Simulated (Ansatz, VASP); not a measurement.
**SnO2: VASP beside Ansatz**

```xyz
6
Lattice="-1.9861 1.9861 5.0902 1.9861 -1.9861 5.0902 1.9861 1.9861 -5.0902" Properties=species:S:1:pos:R:3 pbc="T T T"
Sn    0.0000    1.9861    2.5451
Sn    0.0000    0.0000    0.0000
O     0.0000    0.0000    8.1137
O     0.0000    1.9861    4.6117
O     0.0000    0.0000    2.0666
O     0.0000    1.9861    0.4785
```

Alike in both runs: task single point; functional LDA; k mesh 10 × 10 × 10; occupations gaussian, width 0.05 eV; no spin polarisation.

|  | VASP | Ansatz |
| --- | --- | --- |
| version | VASP 6.6.1 | Ansatz 0.2.0 |
| potentials or method | VASP PAW LDA potentials, release 64 (Sn_d, O), cutoff 520 eV | scalar-relativistic, plane waves, PAW |
| valence electrons in the cell | 52 | 52 |

VASP gave:

| Item | Value |
| --- | --- |
| gap on the k mesh at the Fermi level (eV) | 1.77 |
| least direct gap on the mesh (eV) | 2.16 |
| pressure (GPa) | 0.9 |
| traceless stress, the component that is largest in VASP (GPa) | 0.24 |
| rms of the force components (eV/Å) | 0.018 |

Q: What did Ansatz give for the same quantities?

A: gap on the k mesh at the Fermi level (eV): 1.73; least direct gap on the mesh (eV): 2.13; pressure (GPa): 0.0; traceless stress, the component that is largest in VASP (GPa): 0.00; rms of the force components (eV/Å): 0.000.

LDA's correlation is that of Perdew and Zunger in VASP and of Perdew and Wang (1992) in Ansatz. Atom by atom the forces differ by 0.018 eV/Å (rms over components).
